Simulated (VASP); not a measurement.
# Se (Pm-3n) in VASP: a series of runs, part 2 of 2

VASP 6.6.1. Earlier steps stand in the parts before.

## Step 4: Relaxation of cell and atoms, LDA

This run uses another cell than the first one, of 21.81 Å³/atom, 1.131 times its volume.

INCAR

```
ALGO     = Normal         # electronic algorithm
EDIFF    = 1E-6           # SCF threshold, eV
EDIFFG   = -0.01          # ionic threshold
ENCUT    = 600            # plane-wave cutoff, eV
IBRION   = 2              # ionic algorithm
ISIF     = 3              # what is computed and relaxed
ISMEAR   = -1             # smearing method
LASPH    = True           # aspherical terms in the spheres
LCHARG   = False          # write CHGCAR
LREAL    = False          # projectors in reciprocal space
LWAVE    = False          # write WAVECAR
NELM     = 80             # most SCF steps
NSW      = 80             # ionic steps
PREC     = Accurate       # precision mode
SIGMA    = 0.1            # smearing width, eV
```

KPOINTS

```
k-points
0
Gamma
  5 5 5
```

POSCAR

```
Se
1.0
    5.5877784105      0.0000000000      0.0000000000
    0.0000000000      5.5877784105      0.0000000000
    0.0000000000      0.0000000000      5.5877784105
Se
8
Direct
    0.0000000000      0.0000000000      0.0000000000
    0.5000000000      0.5000000000      0.5000000000
    0.2500000000      0.0000000000      0.5000000000
    0.7500000000      0.0000000000      0.5000000000
    0.5000000000      0.2500000000      0.0000000000
    0.5000000000      0.7500000000      0.0000000000
    0.0000000000      0.5000000000      0.2500000000
    0.0000000000      0.5000000000      0.7500000000
```

Potentials or basis: VASP PAW LDA potentials, release 64 (Se).

The run is started by

```
> cat potpaw_LDA.64/Se/POTCAR > POTCAR
> mpirun -np 1 vasp_std > vasp.out
```

OUTCAR:

```text
EDIFF = 1E-6
   EDIFFG = -0.01
   ENCUT = 600
   IBRION = 2
   ISIF = 3
   ISMEAR = -1
   LASPH = True
   LREAL = False
   NELM = 80
   NSW = 80
   PREC = Accurate

 ion  position               nearest neighbor table
   1  0.000  0.000  0.000-
   2  0.500  0.500  0.500-
   3  0.250  0.000  0.500-
   4  0.750  0.000  0.500-
   5  0.500  0.250  0.000-
   6  0.500  0.750  0.000-
   7  0.000  0.500  0.250-
   8  0.000  0.500  0.750-

  LATTYP: Found a simple cubic cell.
 ALAT       =     5.5877784105

  Lattice vectors:

 A1 = (   5.5877784105,   0.0000000000,   0.0000000000)
 A2 = (   0.0000000000,   5.5877784105,   0.0000000000)
 A3 = (   0.0000000000,   0.0000000000,   5.5877784105)

Analysis of symmetry for initial positions (statically):
=====================================================================
 Subroutine PRICEL returns:
 Original cell was already a primitive cell.

 Routine SETGRP: Setting up the symmetry group for a
 simple cubic supercell.

 Subroutine GETGRP returns: Found 48 space group operations
 (whereof 24 operations were pure point group operations)
 out of a pool of 48 trial point group operations.

The static configuration has the point symmetry T_h .
 The point group associated with its full space group is O_h .

Analysis of symmetry for dynamics (positions and initial velocities):
=====================================================================
 Subroutine PRICEL returns:
 Original cell was already a primitive cell.

 Routine SETGRP: Setting up the symmetry group for a
 simple cubic supercell.

 Subroutine GETGRP returns: Found 48 space group operations
 (whereof 24 operations were pure point group operations)
 out of a pool of 48 trial point group operations.

The dynamic configuration has the point symmetry T_h .
 The point group associated with its full space group is O_h .

 Subroutine INISYM returns: Found 48 space group operations
[... 100 lines left out ...]
   ISIF   =      3    stress and relaxation
   ISYM   =      2    0-nonsym 1-usesym 2-fastsym
   POTIM  = 0.5000    time-step for ionic-motion
   TEBEG  =    0.0;   TEEND  =   0.0 temperature during run
   PSTRESS=    0.0 pullay stress
   NELECT =      48.0000    total number of electrons
   NUPDOWN=      -1.0000    fix difference up-down
   EMIN   =  10.00;   EMAX   =-10.00  energy-range for DOS
   EFERMI =   0.00;   METHOD = LEGACY
   ISMEAR =    -1;   SIGMA  =   0.10  broadening in eV -4-tet -1-fermi 0-gaus
   EFERMI_NEDOS =   21; number of points for ismear=-14 and -15
   IALGO  =     38    algorithm
   IMIX   =      4    mixing-type and parameters
     AMIX     =   0.40;   BMIX     =  1.00
     AMIX_MAG =   1.60;   BMIX_MAG =  1.00
  volume/ion in A,a.u.               =      21.81       147.17
  Fermi-wavevector in a.u.,A,eV,Ry     =   1.064754  2.012094 15.424948  1.133702
  Thomas-Fermi vector in A             =   2.200283
   LORBIT       =      0    0 simple, 1 ext, 2 COOP (PROOUT), +10 PAW based schemes
   GGA     = CA    functional components
   LHFCALC =     F    Hartree Fock is set to
   AEXX    =    0.0000 exact exchange contribution
   IVDW    =     0    specifies the selected vdW correction
   LEPSILON=     F    determine dielectric tensor
   LRPA    =     F    only Hartree local field effects (RPA)
 conjugate gradient relaxation of ions
 non-spin polarized calculation
  energy-cutoff  :      600.00
  volume of cell :      174.47
 maximum number of plane-waves:      5850
 NGX is ok and might be reduce to    48
   NGX = 23   NGY = 23   NGZ = 23

--------------------------------------- Ionic step        1  -------------------------------------------

 number of electron      47.9999996 magnetization

 Free energy of the ion-electron system (eV)
  ---------------------------------------------------
  ext. energy  EPLUGINS =         0.00000000
  ---------------------------------------------------
  free energy    TOTEN  =       -27.80172620 eV

  energy without entropy =      -27.47293126  energy(sigma->0) =      -27.63732873

------------------------ aborting loop because EDIFF is reached ----------------------------------------

  FORCE on cell =-STRESS in cart. coord.  units (eV):
  Direction    XX          YY          ZZ          XY          YZ          ZX
  --------------------------------------------------------------------------------------
  -------------------------------------------------------------------------------------
  Total       -8.3296483     -8.3296483     -8.3296483      0.0000000      0.0000000      0.0000000
  in kB      -76.4926528    -76.4926528    -76.4926528      0.0000000      0.0000000      0.0000000
  external PRESSURE =     -76.4926528 kB  Pullay stress =       0.0000000 kB
[... 71 lines left out ...]
--------------------------------------- Ionic step        3  -------------------------------------------

 number of electron      47.9999993 magnetization

 Free energy of the ion-electron system (eV)
  ---------------------------------------------------
  ext. energy  EPLUGINS =         0.00000000
  ---------------------------------------------------
  free energy    TOTEN  =       -28.33668517 eV

  energy without entropy =      -28.06603548  energy(sigma->0) =      -28.20136033

 E-fermi :   6.0939     XC(G=0): -10.9996

 val. band max:        6.0788116155   @ k =   0.4000   0.2000   0.0000
 cond. band min:       6.1152922862   @ k =   0.4000   0.0000   0.0000
 fundamental gap:      0.0364806707
 Fermi energy:         6.0938719549

 k-point     1 :       0.0000    0.0000    0.0000
  band No.  band energies     occupation
      1     -10.4490      2.00000
      2      -7.5548      2.00000
      3      -7.5548      2.00000
      4      -7.3962      2.00000
      5      -5.5783      2.00000
      6      -5.5783      2.00000
[... 344 lines left out ...]
  FREE ENERGIE OF THE ION-ELECTRON SYSTEM (eV)
  ---------------------------------------------------
  free  energy   TOTEN  =       -28.3366851717 eV

  energy  without entropy=      -28.0660354810  energy(sigma->0) =      -28.20136033

 reached required accuracy - stopping structural energy minimisation
```

It took 2.6 min on 1 thread of Intel Xeon 6975P-C, shared host; peak memory 0.27 GiB.

Results:

| Property | Result |
| --- | --- |
| Free energy | -28.3367 eV |
| Relaxed volume | 19.31 Å³/atom |
| Relaxed cell | a = 5.365 Å, b = 5.365 Å, c = 5.365 Å, α = 90.00°, β = 90.00°, γ = 90.00° |
| Space group after relaxing (to 0.05 Å) | Pm-3n (No. 223) |
| Energy gained by relaxing | 66.9 meV/atom |
| Ionic steps | 3 |
| Pressure after relaxing | 0.0 GPa |
| Band gap on the k mesh | zero (band 24 reaches 6.46 eV, above the bottom of band 25 at 5.87 eV) |

The path:
| step | energy change (eV) | largest force (eV/Å) | pressure (GPa) | volume (Å³) |
| --- | --- | --- | --- | --- |
| 1 | 0.0000 | 0.0000 | -7.65 | 174.47 |
| 2 | -0.4898 | 0.0000 | 2.97 | 149.48 |
| 3 | -0.5350 | 0.0000 | 0.02 | 154.46 |

Final structure:
```
CELL_PARAMETERS angstrom
5.36542 0.00000 0.00000
0.00000 5.36542 0.00000
0.00000 0.00000 5.36542
ATOMIC_POSITIONS crystal
Se 0.00000 0.00000 0.00000
Se 0.50000 0.50000 0.50000
Se 0.25000 0.00000 0.50000
Se 0.75000 0.00000 0.50000
Se 0.50000 0.25000 0.00000
Se 0.50000 0.75000 0.00000
Se 0.00000 0.50000 0.25000
Se 0.00000 0.50000 0.75000
```

Levels at points of the mesh, in eV from the Fermi level:
```csv
k point,band 20,band 21,band 22,band 23,band 24,band 25,band 26,band 27
"(0.00, 0.00, 0.00)",-2.51,-0.24,-0.24,-0.24,0.10,0.10,0.10,1.72
```

## Step 5: Overview

| task | cell | k mesh | cutoff (eV) | gap on the mesh (eV) | pressure (GPa) |
| --- | --- | --- | --- | --- | --- |
| single point | a = 5.363 Å, 8 atoms | 5 × 5 × 5 | 520 | none | 0.1 |
| single point | a = 5.363 Å, 8 atoms | 6 × 6 × 6 | 520 | none | 0.1 |
| relaxation of cell and atoms | relaxed from a = 5.588 Å, 8 atoms | 5 × 5 × 5 | 600 | none | 0.0 |

Alike in all rows: level LDA; potentials or basis VASP PAW LDA potentials, release 64 (Se); no spin polarisation; smearing fermi-dirac 0.1 eV.

Total energies depend on the potentials used, so only differences within one code and one set of settings carry meaning.
